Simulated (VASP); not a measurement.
CdS: single point with PBE

Crystal: CdS.

```
Cd S
1.0
     4.15469    0.00000    0.00000
    -2.07735    3.59807    0.00000
     0.00000    0.00000    6.76141
Cd S
2 2
Direct
  0.33333 0.66667 0.00025
  0.66667 0.33333 0.50025
  0.33333 0.66667 0.37675
  0.66667 0.33333 0.87675
```

| Quantity | Value |
| --- | --- |
| Program | VASP 6.6.1 |
| Task | single point |
| Functional | PBE |
| Potentials or basis | VASP PAW PBE potentials, release 64 (Cd, S) |
| Cutoff | 500 eV |
| k mesh | 6 × 6 × 4 |
| Occupations | gaussian, width 0.01 eV |
| Spin | no spin polarisation |
| Dipole correction | no |
| Further INCAR settings | ALGO = Normal; EDIFF = 1e-06; NBANDS = 26 |

The pressure is 2.0 GPa and the band gap on the k mesh is 1.18 eV.

Levels at points of the mesh, in eV from the valence-band top:
| k point | band 15 | band 16 | band 17 | band 18 | band 19 | band 20 | band 21 | band 22 |
| --- | --- | --- | --- | --- | --- | --- | --- | --- |
| (0.00, 0.00, 0.00) | -0.73 | -0.04 | 0.00 | 0.00 | 1.18 | 2.78 | 6.48 | 6.48 |
| (0.50, 0.00, 0.00) | -2.58 | -1.82 | -1.26 | -0.73 | 3.69 | 3.88 | 5.11 | 6.36 |
| (0.00, 0.00, 0.50) | -0.38 | -0.38 | -0.38 | -0.38 | 2.83 | 2.83 | 6.17 | 6.17 |
| (0.50, 0.00, 0.50) | -1.31 | -1.31 | -1.30 | -1.30 | 3.48 | 3.48 | 5.37 | 5.37 |

Run time: 78 s on 1 thread of Intel Xeon 8259CL, with other jobs on the host, peak memory 0.22 GiB.
